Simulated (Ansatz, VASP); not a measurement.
**Os in VASP and in Ansatz**

```
Os
1.0
     0.00000    1.92859    1.92859
     1.92859    0.00000    1.92859
     1.92859    1.92859    0.00000
Os
1
Cartesian
  0.0000 0.0000 0.0000
```

Alike in both runs: functional PBE; k mesh 17 × 17 × 17; occupations fermi-dirac, width 0.1 eV; no spin polarisation.

Ansatz relaxed the structure, and its values are those at the end. VASP's run is a single point on that final structure, the one shown.

|  | VASP | Ansatz |
| --- | --- | --- |
| version | VASP 6.6.1 | Ansatz 0.2.0 |
| potentials or method | VASP PAW PBE potentials, release 64 (Os) | PAW with Ansatz's default frozen-core files, scalar-relativistic |
| plane-wave cutoff (eV) | 520 | 420 |
| valence electrons in the cell | 8 | 16 |

|  | VASP | Ansatz | Ansatz less VASP |
| --- | --- | --- | --- |
| pressure (GPa) | -0.1 | 0.0 | +0.11 |

VASP's potentials hold 8 valence electrons a cell and Ansatz's 16, so a difference there can come from the potentials and not from the codes.

Neither program's run includes spin-orbit coupling.
